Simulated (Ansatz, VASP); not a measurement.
## Two plane-wave programs on P

```xyz
2
Lattice="0.0000 2.7804 2.7804 2.7804 0.0000 2.7804 2.7804 2.7804 0.0000" Properties=species:S:1:pos:R:3 pbc="T T T"
P     0.0000    0.0000    0.0000
P     1.3902    1.3902    1.3902
```

Alike in both runs: task relaxation of cell and atoms; functional PBE; k mesh 18 × 18 × 18; occupations gaussian, width 0.1 eV; no spin polarisation.

|  | VASP | Ansatz |
| --- | --- | --- |
| version | VASP 6.6.1 | Ansatz 0.2.0 |
| potentials or method | VASP PAW PBE potentials, release 64 (P), cutoff 600 eV | scalar-relativistic, plane waves, PAW |
| valence electrons in the cell | 10 | 10 |

```csv
,VASP,Ansatz,Ansatz less VASP
"gap on the k mesh at the Fermi level, each at its own relaxed structure (eV)",none,none,-
relaxed volume (Å³/atom),20.57,20.60,+0.030
relaxed cell length with the largest relative difference (Å),3.875,3.877,+0.0019
```

A gap of «none» marks a metal or a gap that the smearing closes.
